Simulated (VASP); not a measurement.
Input of a VASP 6.6.1 run:

The input INCAR:

```
PREC = Accurate ; ENCUT = 520
EDIFF = 1E-7 ; ISMEAR = -1
SIGMA = 0.1 ; LREAL = False
LASPH = True ; NELM = 60
ALGO = Normal ; ISIF = 2
LWAVE = False ; LCHARG = True
GGA = PS ; LELF = True
LVHAR = True ; NBANDS = 12
```

File KPOINTS:

```
regular mesh
0
Gamma
  22 22 22
```

The input POSCAR:

```
Ti
1.0
    0.0000000000      2.0819955946      2.0819955946
    2.0819955946      0.0000000000      2.0819955946
    2.0819955946      2.0819955946      0.0000000000
Ti
1
Direct
    0.0000000000      0.0000000000      0.0000000000
```

Potentials or basis: VASP PAW PBE potentials, release 64 (Ti_sv).

Launch:

```sh
$ cat potpaw_PBE.64/Ti_sv/POTCAR > POTCAR
$ mpirun -np 1 vasp_std > vasp.out
```

Question: What does it give for the band gap on the k mesh?

Answer: Zero (band 6 reaches 8.55 eV, above the bottom of band 7 at 7.23 eV).

Question: Estimate the pressure.

Answer: -7.8 GPa.

Caveat: the PAW data sets were made with another functional, which shifts forces and pressure a little.
